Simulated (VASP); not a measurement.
# Ti3Ag (P4mm) in VASP: single point with LDA

Aim: the single point of Ti3Ag with LDA.

All numbers are computed with VASP 6.6.1; they aren't measurements. Logs are shortened: lines on timing, memory, paths and dates and some standing lists are left out, and cuts for length are marked.

## (1) The cell of the first run

Symmetry: P4mm, No. 99, tetragonal system. The conventional cell has a = 4.099 Å, b = 4.099 Å, c = 4.099 Å, α = 90.00°, β = 90.00°, γ = 90.00°. Ti (site symmetry 2mm) has 8 Ti at 2.77 to 3.03 Å and 4 Ag at 2.90 Å within 3.7 Å. Within 3.7 Å of Ti (site symmetry 4mm) lie 8 Ti at 2.77 to 3.03 Å and 4 Ag at 2.90 Å. Within 3.8 Å of Ag (site symmetry 4mm) lie 12 Ti at 2.90 Å.

## (2) Single point, LDA

File INCAR:

```
SYSTEM = Ti3Ag
PREC = Accurate
ENCUT = 520
EDIFF = 1E-6
ISMEAR = 0
SIGMA = 0.2
LREAL = .False.
LASPH = .True.
NELM = 80
ALGO = Normal
ISIF = 2
LWAVE = .False.
LCHARG = .True.
LELF = .True.
LVHAR = .True.
NBANDS = 32
```

File KPOINTS:

```
Automatic mesh
0
Gamma
  4 4 4
  0 0 0
```

File POSCAR:

```
Ti3Ag
1.0
    4.0988070000      0.0000000000      0.0000000000
    0.0000000000      4.0988070000      0.0000000000
    0.0000000000      0.0000000000      4.0988070000
Ti Ag
3 1
Direct
    0.5000000000      0.5000000000      0.0000000000
    0.5000000000      0.0450000000      0.5000000000
    0.0000000000      0.5000000000      0.5000000000
    0.0000000000      0.0000000000      0.0000000000
```

Potentials or basis: VASP PAW LDA potentials, release 64 (Ti_sv, Ag).

Run with:

```bash
> cat potpaw_LDA.64/Ti_sv/POTCAR potpaw_LDA.64/Ag/POTCAR > POTCAR
> mpirun -np 1 vasp_std > vasp.out
```

OUTCAR:

```text
SYSTEM = Ti3Ag
   PREC = Accurate
   ENCUT = 520
   EDIFF = 1E-6
   ISMEAR = 0
   LREAL = .False.
   LASPH = .True.
   NELM = 80
   ISIF = 2

 ion  position               nearest neighbor table
   1  0.500  0.500  0.000-   2 2.77   2 2.77   4 2.90   3 2.90   3 2.90   4 2.90   3 2.90   4 2.90
                             3 2.90   4 2.90
   2  0.500  0.045  0.500-   1 2.77   3 2.77   1 2.77   3 2.77   4 2.90   4 2.90   4 2.90   4 2.90

   3  0.000  0.500  0.500-   2 2.77   2 2.77   4 2.90   1 2.90   4 2.90   4 2.90   4 2.90   1 2.90
                             1 2.90   1 2.90
   4  0.000  0.000  0.000-   1 2.90   3 2.90   3 2.90   1 2.90   3 2.90   3 2.90   1 2.90   1 2.90
                             2 2.90   2 2.90   2 2.90   2 2.90

  LATTYP: Found a simple cubic cell.
 ALAT       =     4.0988070000

  Lattice vectors:

 A1 = (   4.0988070000,   0.0000000000,   0.0000000000)
 A2 = (   0.0000000000,   4.0988070000,   0.0000000000)
 A3 = (   0.0000000000,   0.0000000000,   4.0988070000)

Analysis of symmetry for initial positions (statically):
=====================================================================
 Subroutine PRICEL returns:
 Original cell was already a primitive cell.

 Routine SETGRP: Setting up the symmetry group for a
 simple cubic supercell.

 Subroutine GETGRP returns: Found  8 space group operations
 (whereof  8 operations were pure point group operations)
 out of a pool of 48 trial point group operations.

The static configuration has the point symmetry C_4v.

Analysis of symmetry for dynamics (positions and initial velocities):
=====================================================================
 Subroutine PRICEL returns:
 Original cell was already a primitive cell.

 Routine SETGRP: Setting up the symmetry group for a
 simple cubic supercell.

 Subroutine GETGRP returns: Found  8 space group operations
 (whereof  8 operations were pure point group operations)
 out of a pool of 48 trial point group operations.

The dynamic configuration has the point symmetry C_4v.

 Subroutine INISYM returns: Found  8 space group operations
 (whereof  8 operations are pure point group operations),
 and found     1 'primitive' translations

----------------------------------------------------------------------------------------

                                     Primitive cell
[... 85 lines left out ...]
   LASPH  =      T    aspherical Exc in radial PAW
   ENCUT  =  520.0 eV  38.22 Ry    6.18 a.u.   7.62  7.62  7.62*2*pi/ulx,y,z
   NELM   =     80;   NELMIN=  2; NELMDL= -5     # of ELM steps
   EDIFF  = 0.1E-05   stopping-criterion for ELM
   LREAL  =      F    real-space projection
   EDIFFG = 0.1E-04   stopping-criterion for IOM
   NSW    =      0    number of steps for IOM
   IBRION =     -1    ionic relax: 0-MD 1-quasi-New 2-CG
   NFREE  =      0    steps in history (QN), initial steepest desc. (CG)
   ISIF   =      2    stress and relaxation
   ISYM   =      2    0-nonsym 1-usesym 2-fastsym
   POTIM  = 0.5000    time-step for ionic-motion
   TEBEG  =    0.0;   TEEND  =   0.0 temperature during run
   PSTRESS=    0.0 pullay stress
   NELECT =      47.0000    total number of electrons
   NUPDOWN=      -1.0000    fix difference up-down
   EMIN   =  10.00;   EMAX   =-10.00  energy-range for DOS
   EFERMI =   0.00;   METHOD = LEGACY
   ISMEAR =     0;   SIGMA  =   0.20  broadening in eV -4-tet -1-fermi 0-gaus
   EFERMI_NEDOS =   21; number of points for ismear=-14 and -15
   IALGO  =     38    algorithm
   IMIX   =      4    mixing-type and parameters
     AMIX     =   0.40;   BMIX     =  1.00
     AMIX_MAG =   1.60;   BMIX_MAG =  1.00
  volume/ion in A,a.u.               =      17.22       116.17
  Fermi-wavevector in a.u.,A,eV,Ry     =   1.441396  2.723843 28.267769  2.077622
  Thomas-Fermi vector in A             =   2.560033
   LORBIT       =      0    0 simple, 1 ext, 2 COOP (PROOUT), +10 PAW based schemes
   GGA     = CA    functional components
   LHFCALC =     F    Hartree Fock is set to
   AEXX    =    0.0000 exact exchange contribution
   IVDW    =     0    specifies the selected vdW correction
   LEPSILON=     F    determine dielectric tensor
   LRPA    =     F    only Hartree local field effects (RPA)
 non-spin polarized calculation
 Gauss-broadening in eV      SIGMA  =   0.20
  energy-cutoff  :      520.00
  volume of cell :       68.86
 maximum number of plane-waves:      1871
   NGX = 15   NGY = 15   NGZ = 15

 number of electron      47.0000030 magnetization

 Free energy of the ion-electron system (eV)
  ---------------------------------------------------
  ext. energy  EPLUGINS =         0.00000000
  ---------------------------------------------------
  free energy    TOTEN  =       -29.04497851 eV

  energy without entropy =      -28.89471869  energy(sigma->0) =      -28.96984860

 E-fermi :   8.1420     XC(G=0): -12.0002

 val. band max:        8.1407578984   @ k =   0.2500   0.0000   0.2500
 cond. band min:       8.1925698626   @ k =   0.2500   0.0000   0.5000
 fundamental gap:      0.0518119642
 Fermi energy:         8.1419890550

 k-point     1 :       0.0000    0.0000    0.0000
  band No.  band energies     occupation
      1     -47.9167      2.00000
      2     -47.7862      2.00000
      3     -47.7573      2.00000
      4     -24.7209      2.00000
      5     -24.7209      2.00000
      6     -24.7181      2.00000
[... 619 lines left out ...]
     31      10.3300      0.00000
     32      10.6706      0.00000

------------------------ aborting loop because EDIFF is reached ----------------------------------------

  FORCE on cell =-STRESS in cart. coord.  units (eV):
  Direction    XX          YY          ZZ          XY          YZ          ZX
  --------------------------------------------------------------------------------------
  -------------------------------------------------------------------------------------
  Total       -3.6183184     -3.6092096     -3.6183184      0.0000000      0.0000000      0.0000000
  in kB      -84.1869844    -83.9750517    -84.1869844      0.0000000      0.0000000      0.0000000
  external PRESSURE =     -84.1163401 kB  Pullay stress =       0.0000000 kB

 VOLUME and BASIS-vectors are now :
 -----------------------------------------------------------------------------
  energy-cutoff  :      520.00
  volume of cell :       68.86
      direct lattice vectors                 reciprocal lattice vectors
     4.098807000  0.000000000  0.000000000     0.243973429  0.000000000  0.000000000
     0.000000000  4.098807000  0.000000000     0.000000000  0.243973429  0.000000000
     0.000000000  0.000000000  4.098807000     0.000000000  0.000000000  0.243973429

 POSITION                                       TOTAL-FORCE (eV/Angst)
 -----------------------------------------------------------------------------------
      2.04940      2.04940      0.00000        -0.000000      0.380937      0.000000
      2.04940      0.18445      2.04940         0.000000     -0.814877     -0.000000
      0.00000      2.04940      2.04940        -0.000000      0.380937      0.000000
      0.00000      0.00000      0.00000        -0.000000      0.053003      0.000000
 -----------------------------------------------------------------------------------
    total drift:                                0.000000      0.000174     -0.000001

  FREE ENERGIE OF THE ION-ELECTRON SYSTEM (eV)
  ---------------------------------------------------
  free  energy   TOTEN  =       -29.0449785119 eV

  energy  without entropy=      -28.8947186877  energy(sigma->0) =      -28.96984860
```

OSZICAR:

```text
N       E                     dE             d eps       ncg     rms          rms(c)
DAV:   1     0.572507422017E+03    0.57251E+03   -0.23153E+04  1152   0.174E+03
DAV:   2     0.301449536384E+02   -0.54236E+03   -0.52542E+03  1184   0.524E+02
DAV:   3    -0.279176251280E+02   -0.58063E+02   -0.55950E+02  1920   0.148E+02
DAV:   4    -0.329258554013E+02   -0.50082E+01   -0.49758E+01  1656   0.417E+01
DAV:   5    -0.331893660756E+02   -0.26351E+00   -0.26338E+00  1640   0.755E+00    0.154E+01
DAV:   6    -0.291144110480E+02    0.40750E+01   -0.15449E+01  1288   0.313E+01    0.500E+00
DAV:   7    -0.290725806306E+02    0.41830E-01   -0.14158E+00  1688   0.859E+00    0.272E+00
DAV:   8    -0.290914574717E+02   -0.18877E-01   -0.44099E-01  1512   0.781E+00    0.283E+00
DAV:   9    -0.290481347346E+02    0.43323E-01   -0.25467E-01  1584   0.504E+00    0.168E+00
DAV:  10    -0.290446785113E+02    0.34562E-02   -0.64273E-02  1504   0.278E+00    0.204E-01
DAV:  11    -0.290447064910E+02   -0.27980E-04   -0.13217E-02  1624   0.899E-01    0.120E-01
DAV:  12    -0.290449377828E+02   -0.23129E-03   -0.11802E-03  1680   0.262E-01    0.552E-02
DAV:  13    -0.290449814076E+02   -0.43625E-04   -0.17836E-04  1624   0.845E-02    0.211E-02
DAV:  14    -0.290449785863E+02    0.28214E-05   -0.23232E-05  1712   0.419E-02    0.124E-02
DAV:  15    -0.290449785119E+02    0.74305E-07   -0.70610E-06  1384   0.248E-02
   1 F= -.29044979E+02 E0= -.28969849E+02  d E =-.150260E+00
```

stdout:

```text
POSCAR found type information on POSCAR TiAg
 POSCAR found :  2 types and       4 ions
 scaLAPACK will be used
 LDA part: xc-table for (Slater(with rela. corr.)+CA(PZ))
 , standard interpolation
 POSCAR, INCAR and KPOINTS ok, starting setup
 FFT: planning ... GRIDC
 FFT: planning ... GRID_SOFT
 FFT: planning ... GRID
 WAVECAR not read
 entering main loop
```

It took 34 s on 1 thread of AMD EPYC 7R13 (Zen 3), shared host; peak memory 0.13 GiB.

What came out:

| Quantity | Value |
| --- | --- |
| Free energy | -29.0450 eV |
| Pressure | -8.4 GPa |
| Largest force | 0.815 eV/Å |

Forces on the atoms (eV/Å):
```
Ti   0.000  0.381  0.000
Ti   0.000 -0.815  0.000
Ti   0.000  0.381  0.000
Ag   0.000  0.053  0.000
```

Caveat: the k points lie up to 0.38 Å⁻¹ apart.
